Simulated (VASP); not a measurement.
Cu:

```xyz
1
Lattice="0.0000 1.8146 1.8146 1.8146 0.0000 1.8146 1.8146 1.8146 0.0000" Properties=species:S:1:pos:R:3 pbc="T T T"
Cu    0.0000    0.0000    0.0000
```

Base run:

| Item | Value |
| --- | --- |
| Program | VASP 6.6.1 |
| Functional | PBE |
| Potentials or basis | VASP PAW PBE potentials, release 64 (Cu) |
| Cutoff | 520 eV |
| k mesh | 15 × 15 × 15 |
| Occupations | fermi-dirac, width 0.1 eV |
| Spin | no spin polarisation |

Its results: pressure 0.6 GPa.

Problem. After a change of settings the same cell gave: pressure 1.1 GPa. Which change was it?
A. occupations from fermi-dirac, width 0.1 eV to fermi-dirac, width 0.3 eV
B. occupations from fermi-dirac, width 0.1 eV to methfessel-paxton, width 1 eV
C. k mesh from 15 × 15 × 15 to 2 × 2 × 2
D. occupations from fermi-dirac, width 0.1 eV to methfessel-paxton, width 1 eV; further incar settings from ALGO = Normal; EDIFF = 1e-06; NBANDS = 12 to ALGO = Normal; EDIFF = 1e-07; NBANDS = 12

Solution. A.
